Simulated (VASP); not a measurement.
# TmGa3Hg3As2N4 (P1) in VASP: notebook

Runs on TmGa3Hg3As2N4. Level: PBE. Tasks: single point.

Program: VASP 6.6.1. These are calculated values, not measurements. Logs are shortened: lines on timing, memory, paths and dates and some standing lists are left out, and cuts for length are marked.

## (1) The cell of the first run

The typed cell holds 13 atoms: a = 3.146 Å, b = 8.144 Å, c = 9.815 Å, α = 86.52°, β = 80.86°, γ = 89.98°.

## (2) Single point, PBE

INCAR

```
SYSTEM = TmGa3Hg3As2N4
PREC = Accurate ; ENCUT = 600
EDIFF = 1E-6 ; ISMEAR = 0
SIGMA = 0.1 ; LREAL = .False.
LASPH = .True. ; NELM = 200
ALGO = Normal ; ISIF = 2
LWAVE = .False. ; LCHARG = .False.
GGA = PE ; NBANDS = 69
GGA_COMPAT = .False. ; LMAXMIX = 6
KPAR = 4
```

KPOINTS

```
Automatic mesh
0
Gamma
  10 4 4
  0 0 0
```

POSCAR

```
TmGa3Hg3As2N4
1.0
    3.1456500977     -0.0025120154      0.0053593861
    0.0093807231      8.1434877165     -0.0125150840
    1.5435982541      0.6093779323      9.6738749787
Tm Ga Hg As N
1 3 3 2 4
Direct
    0.9444449775      0.9649489295      0.0348357640
    0.9314609427      0.3266761652      0.0609294763
    0.0335299937      0.6935163800      0.8548683022
    0.5503096367      0.3337527983      0.8212016982
    0.7550674338      0.3012768296      0.4121590339
    0.3477335370      0.6424609185      0.2311974701
    0.1672520936      0.7851069758      0.5876087475
    0.3050864834      0.9323721158      0.3128495493
    0.6409918477      0.1375451121      0.6390014228
    0.0231961281      0.4553796337      0.8756882841
    0.8511728690      0.4410123862      0.2230636947
    0.4921484240      0.8014895426      0.9383495844
    0.4576056329      0.1844622125      0.0082479722
```

Potentials or basis: VASP PAW PBE potentials, release 64 (Tm_3, Ga_d, Hg, As, N), 4f in core.

Command:

```console
$ cat potpaw_PBE.64/Tm_3/POTCAR potpaw_PBE.64/Ga_d/POTCAR potpaw_PBE.64/Hg/POTCAR potpaw_PBE.64/As/POTCAR potpaw_PBE.64/N/POTCAR > POTCAR
$ mpirun -np 4 vasp_std > vasp.out
```

OUTCAR:

```text
SYSTEM = TmGa3Hg3As2N4
   PREC = Accurate
   ENCUT = 600
   EDIFF = 1E-6
   ISMEAR = 0
   LREAL = .False.
   LASPH = .True.
   NELM = 200
   ISIF = 2
   GGA = PE

 ion  position               nearest neighbor table
   1  0.944  0.965  0.035-  12 2.30  12 2.30  13 2.38  13 2.38   3 2.90   2 2.97   8 3.11   8 3.12
                             6 3.52   6 3.52
   2  0.931  0.327  0.061-  11 1.87  10 2.02  13 2.04  13 2.04   4 2.80   4 2.80   1 2.97   5 3.40

   3  0.034  0.694  0.855-  10 1.94  12 2.00  12 2.00   7 2.65   1 2.90
   4  0.550  0.334  0.821-  10 1.95  10 1.95  13 2.12   9 2.45   2 2.80   2 2.80
   5  0.755  0.301  0.412-  11 2.10   9 2.50   2 3.40   6 3.55   6 3.56
   6  0.348  0.642  0.231-  11 2.28  11 2.28   8 2.54   1 3.52   1 3.52   5 3.55   5 3.56   7 3.71

   7  0.167  0.785  0.588-   3 2.65   8 2.85   9 3.34   9 3.34   6 3.71
   8  0.305  0.932  0.313-   6 2.54   7 2.85   1 3.11   1 3.12
   9  0.641  0.138  0.639-   4 2.45   5 2.50   7 3.34   7 3.34
  10  0.023  0.455  0.876-   3 1.94   4 1.95   4 1.95   2 2.02
  11  0.851  0.441  0.223-   2 1.87   5 2.10   6 2.28   6 2.28
  12  0.492  0.801  0.938-   3 2.00   3 2.00   1 2.30   1 2.30
  13  0.458  0.184  0.008-   2 2.04   2 2.04   4 2.12   1 2.38   1 2.38

  LATTYP: Found a triclinic cell.
 ALAT       =     9.8151869130
 B/A-ratio  =     0.3204886157
 C/A-ratio  =     0.8296839182
 COS(alpha) =     0.0003507418
 COS(beta)  =     0.0607515617
 COS(gamma) =     0.1588956680

  Lattice vectors:

 A1 = (   1.5435982541,   0.6093779323,   9.6738749787)
 A2 = (   3.1456500977,  -0.0025120154,   0.0053593861)
 A3 = (   0.0093807231,   8.1434877165,  -0.0125150840)

Analysis of symmetry for initial positions (statically):
=====================================================================
 Subroutine PRICEL returns:
 Original cell was already a primitive cell.

 Routine SETGRP: Setting up the symmetry group for a
 triclinic supercell.

 Subroutine GETGRP returns: Found  1 space group operations
 (whereof  1 operations were pure point group operations)
 out of a pool of  2 trial point group operations.

The static configuration has the point symmetry C_1 .

Analysis of symmetry for dynamics (positions and initial velocities):
=====================================================================
 Subroutine PRICEL returns:
 Original cell was already a primitive cell.

 Routine SETGRP: Setting up the symmetry group for a
 triclinic supercell.

 Subroutine GETGRP returns: Found  1 space group operations
 (whereof  1 operations were pure point group operations)
 out of a pool of  2 trial point group operations.

The dynamic configuration has the point symmetry C_1 .

 Subroutine INISYM returns: Found  1 space group operations
 (whereof  1 operations are pure point group operations),
 and found     1 'primitive' translations

----------------------------------------------------------------------------------------

                                     Primitive cell

  volume of cell :     247.7684

  direct lattice vectors                    reciprocal lattice vectors
     3.145650098 -0.002512015  0.005359386     0.317985355 -0.000444230 -0.050710903
     0.009380723  8.143487716 -0.012515084     0.000111260  0.122785466 -0.007752270
     1.543598254  0.609377932  9.673874979    -0.000176022  0.000159094  0.103389258

  length of vectors
     3.145655666  8.143502736  9.815186913     0.322003849  0.123030000  0.103389531

  position of ions in fractional coordinates (direct lattice)
     0.944444977  0.964948929  0.034835764
     0.931460943  0.326676165  0.060929476
     0.033529994  0.693516380  0.854868302
     0.550309637  0.333752798  0.821201698
     0.755067434  0.301276830  0.412159034
     0.347733537  0.642460918  0.231197470
     0.167252094  0.785106976  0.587608747
     0.305086483  0.932372116  0.312849549
     0.640991848  0.137545112  0.639001423
     0.023196128  0.455379634  0.875688284
     0.851172869  0.441012386  0.223063695
     0.492148424  0.801489543  0.938349584
     0.457605633  0.184462213  0.008247972

  ion indices of the primitive-cell ions
   primitive index   ion index
                 1           1
                 2           2
                 3           3
                 4           4
                 5           5
                 6           6
                 7           7
                 8           8
                 9           9
                10          10
                11          11
                12          12
                13          13

----------------------------------------------------------------------------------------

 KPOINTS: Automatic mesh

Automatic generation of k-mesh.
 Grid dimensions read from file:
 generate k-points for:   10    4    4

 Generating k-lattice:

  Cartesian coordinates                     Fractional coordinates (reciprocal lattice)
     0.031798536 -0.000044423 -0.005071090     0.100000000 -0.000000000  0.000000000
     0.000027815  0.030696367 -0.001938068    -0.000000000  0.250000000  0.000000000
    -0.000044005  0.000039773  0.025847315     0.000000000  0.000000000  0.250000000

  Length of vectors
     0.032200385  0.030757500  0.025847383

  Shift w.r.t. Gamma in fractional coordinates (k-lattice)
     0.000000000  0.000000000  0.000000000

 Subroutine IBZKPT returns following result:
 ===========================================

 Found     84 irreducible k-points:

 Following reciprocal coordinates:
            Coordinates               Weight
  0.000000  0.000000  0.000000      1.000000
  0.100000 -0.000000 -0.000000      2.000000
  0.200000 -0.000000 -0.000000      2.000000
  0.300000 -0.000000  0.000000      2.000000
  0.400000 -0.000000  0.000000      2.000000
  0.500000 -0.000000  0.000000      1.000000
[... 16 lines left out ...]
  0.000000  0.000000  0.250000      2.000000
  0.100000 -0.000000  0.250000      2.000000
 [... further k-points ...]
   k-points           NKPTS =     84   k-points in BZ     NKDIM =     84   number of bands    NBANDS=     69
   number of dos      NEDOS =    301   number of ions     NIONS =     13
   total plane-waves  NPLWV = 156800
   dimension x,y,z NGX =    28 NGY =   70 NGZ =   80
   dimension x,y,z NGXF=    56 NGYF=  140 NGZF=  160
   ions per type =               1   3   3   2   4
   NGX,Y,Z   is equivalent  to a cutoff of  14.80, 14.29, 13.55 a.u.
   NGXF,Y,Z  is equivalent  to a cutoff of  29.60, 28.58, 27.10 a.u.
 SYSTEM =  TmGa3Hg3As2N4
   PREC   = accura    normal or accurate (medium, high low for compatibility)
   ISTART =      0    job   : 0-new  1-cont  2-samecut
   ICHARG =      2    charge: 1-file 2-atom 10-const
   ISPIN  =      1    spin polarized calculation?
   LNONCOLLINEAR =      F non collinear calculations
   LSORBIT =      F    spin-orbit coupling
   LASPH  =      T    aspherical Exc in radial PAW
   ENCUT  =  600.0 eV  44.10 Ry    6.64 a.u.   6.28 16.26 19.60*2*pi/ulx,y,z
   NELM   =    200;   NELMIN=  2; NELMDL= -5     # of ELM steps
   EDIFF  = 0.1E-05   stopping-criterion for ELM
   LREAL  =      F    real-space projection
   EDIFFG = 0.1E-04   stopping-criterion for IOM
   NSW    =      0    number of steps for IOM
   IBRION =     -1    ionic relax: 0-MD 1-quasi-New 2-CG
   NFREE  =      0    steps in history (QN), initial steepest desc. (CG)
   ISIF   =      2    stress and relaxation
   ISYM   =      2    0-nonsym 1-usesym 2-fastsym
   POTIM  = 0.5000    time-step for ionic-motion
   TEBEG  =    0.0;   TEEND  =   0.0 temperature during run
   PSTRESS=    0.0 pullay stress
   NELECT =     114.0000    total number of electrons
   NUPDOWN=      -1.0000    fix difference up-down
   EMIN   =  10.00;   EMAX   =-10.00  energy-range for DOS
   EFERMI =   0.00;   METHOD = LEGACY
   ISMEAR =     0;   SIGMA  =   0.10  broadening in eV -4-tet -1-fermi 0-gaus
   EFERMI_NEDOS =   21; number of points for ismear=-14 and -15
   IALGO  =     38    algorithm
   IMIX   =      4    mixing-type and parameters
     AMIX     =   0.40;   BMIX     =  1.00
     AMIX_MAG =   1.60;   BMIX_MAG =  1.00
  volume/ion in A,a.u.               =      19.06       128.62
  Fermi-wavevector in a.u.,A,eV,Ry     =   1.263847  2.388325 21.732712  1.597309
  Thomas-Fermi vector in A             =   2.397183
   LORBIT       =      0    0 simple, 1 ext, 2 COOP (PROOUT), +10 PAW based schemes
   GGA     = PE    functional components
   LHFCALC =     F    Hartree Fock is set to
   AEXX    =    0.0000 exact exchange contribution
   IVDW    =     0    specifies the selected vdW correction
   LEPSILON=     F    determine dielectric tensor
   LRPA    =     F    only Hartree local field effects (RPA)
 non-spin polarized calculation
 Gauss-broadening in eV      SIGMA  =   0.10
  energy-cutoff  :      600.00
  volume of cell :      247.77
 maximum number of plane-waves:      8301
 NGX is ok and might be reduce to    28
   NGX = 13   NGY = 33   NGZ = 39

 number of electron     113.9999999 magnetization

 Free energy of the ion-electron system (eV)
  ---------------------------------------------------
  ext. energy  EPLUGINS =         0.00000000
  ---------------------------------------------------
  free energy    TOTEN  =       -57.80049886 eV

  energy without entropy =      -57.79025130  energy(sigma->0) =      -57.79537508

 E-fermi :   3.2312     XC(G=0): -10.0385

 val. band max:        3.1976394490   @ k =   0.0000   0.5000   0.5000
 cond. band min:       3.2752034519   @ k =   0.2000   0.5000   0.0000
 fundamental gap:      0.0775640030
 Fermi energy:         3.2311718025

 k-point     1 :       0.0000    0.0000    0.0000
  band No.  band energies     occupation
      1     -21.8855      2.00000
      2     -21.8752      2.00000
      3     -21.2846      2.00000
      4     -12.9870      2.00000
      5     -12.2718      2.00000
      6     -12.0060      2.00000
[... 61 lines left out ...]
     68       7.7270      0.00000
     69       8.4354      0.00000

 k-point     2 :       0.1000   -0.0000   -0.0000
  band No.  band energies     occupation
      1     -21.8747      2.00000
      2     -21.8589      2.00000
      3     -21.3747      2.00000
      4     -12.9520      2.00000
      5     -12.2415      2.00000
      6     -11.9972      2.00000
[... 61 lines left out ...]
     68       7.8770      0.00000
     69       8.4683      0.00000

 k-point     3 :       0.2000   -0.0000   -0.0000
  band No.  band energies     occupation
      1     -21.8481      2.00000
      2     -21.8146      2.00000
      3     -21.6021      2.00000
      4     -12.8718      2.00000
      5     -12.1712      2.00000
      6     -11.9833      2.00000
[... 1501 lines left out ...]
     68       7.8335      0.00000
     69       8.2347      0.00000

 k-point    24 :       0.1000   -0.0000    0.2500
  band No.  band energies     occupation
      1     -21.8747      2.00000
      2     -21.8589      2.00000
      3     -21.3747      2.00000
      4     -12.9515      2.00000
      5     -12.2410      2.00000
      6     -11.9980      2.00000
[... 61 lines left out ...]
     68       7.9583      0.00000
     69       8.3241      0.00000

 [... further k-points ...]

------------------------ aborting loop because EDIFF is reached ----------------------------------------

  FORCE on cell =-STRESS in cart. coord.  units (eV):
  Direction    XX          YY          ZZ          XY          YZ          ZX
  --------------------------------------------------------------------------------------
  -------------------------------------------------------------------------------------
  Total        0.6417335      0.7567950      0.7021612     -0.0061119     -0.1976268      0.0074781
  in kB        4.1497261      4.8937639      4.5404782     -0.0395225     -1.2779402      0.0483567
  external PRESSURE =       4.5279894 kB  Pullay stress =       0.0000000 kB

 VOLUME and BASIS-vectors are now :
 -----------------------------------------------------------------------------
  energy-cutoff  :      600.00
  volume of cell :      247.77
      direct lattice vectors                 reciprocal lattice vectors
     3.145650098 -0.002512015  0.005359386     0.317985355 -0.000444230 -0.050710903
     0.009380723  8.143487716 -0.012515084     0.000111260  0.122785466 -0.007752270
     1.543598254  0.609377932  9.673874979    -0.000176022  0.000159094  0.103389258

 POSITION                                       TOTAL-FORCE (eV/Angst)
 -----------------------------------------------------------------------------------
      3.03372      7.87691      0.32998        -0.001211      0.026968      0.015550
      3.02717      2.69507      0.59033        -0.001296      0.027929      0.026941
      1.43155      6.16850      8.26139         0.000736     -0.017219      0.015023
      3.00182      3.21695      7.94297         0.000145      0.016684     -0.014699
      3.01421      2.70271      3.98745         0.000080     -0.057330      0.101333
      1.45675      5.37189      2.23040        -0.001488      0.046328     -0.003369
      1.44051      6.75116      5.67552        -0.000150     -0.004415      0.000691
      1.45136      7.78264      3.01643         0.000736      0.057059      0.028239
      3.00399      1.50788      6.18333         0.000124     -0.044920      0.052589
      1.42895      4.24195      8.46572         0.000689      0.022258     -0.019572
      3.02595      3.72517      2.15693         0.001018     -0.025461     -0.160805
      3.00408      7.09749      9.07008         0.000526     -0.061435     -0.045661
      1.45393      1.50604      0.07993         0.000089      0.013554      0.003740
 -----------------------------------------------------------------------------------
    total drift:                               -0.000287     -0.001164      0.001359

  FREE ENERGIE OF THE ION-ELECTRON SYSTEM (eV)
  ---------------------------------------------------
  free  energy   TOTEN  =       -57.8004988627 eV

  energy  without entropy=      -57.7902512998  energy(sigma->0) =      -57.79537508
```

It took 21 min on 4 MPI ranks of Intel Xeon Platinum 8259CL at 2.50GHz (Skylake/Cascade Lake), shared host; peak memory 1.6 GiB.

Results:

```
Free energy            : -57.8005 eV
Pressure               : 0.5 GPa
Largest force          : 0.163 eV/Å
Band gap on the k mesh : zero (bands 57 and 58 overlap by 1.88 eV)
```

Forces on the atoms (eV/Å):
```
Tm  -0.001  0.027  0.016
Ga  -0.001  0.028  0.027
Ga   0.001 -0.017  0.015
Ga   0.000  0.017 -0.015
Hg   0.000 -0.057  0.101
Hg  -0.001  0.046 -0.003
Hg   0.000 -0.004  0.001
As   0.001  0.057  0.028
As   0.000 -0.045  0.053
N    0.001  0.022 -0.020
N    0.001 -0.025 -0.161
N    0.001 -0.061 -0.046
N    0.000  0.014  0.004
```

Stress tensor (GPa, compression positive):
```
 0.41  0.00  0.00
 0.00  0.49 -0.13
 0.00 -0.13  0.45
```

Caveat: spin-orbit coupling is left out, which moves the levels of the heavy elements; the 4f electrons are frozen in the core, so they carry no moment and show no levels; the run has no spin polarisation, though such a crystal can be magnetic.

(Part 1 of 2 ends here.)
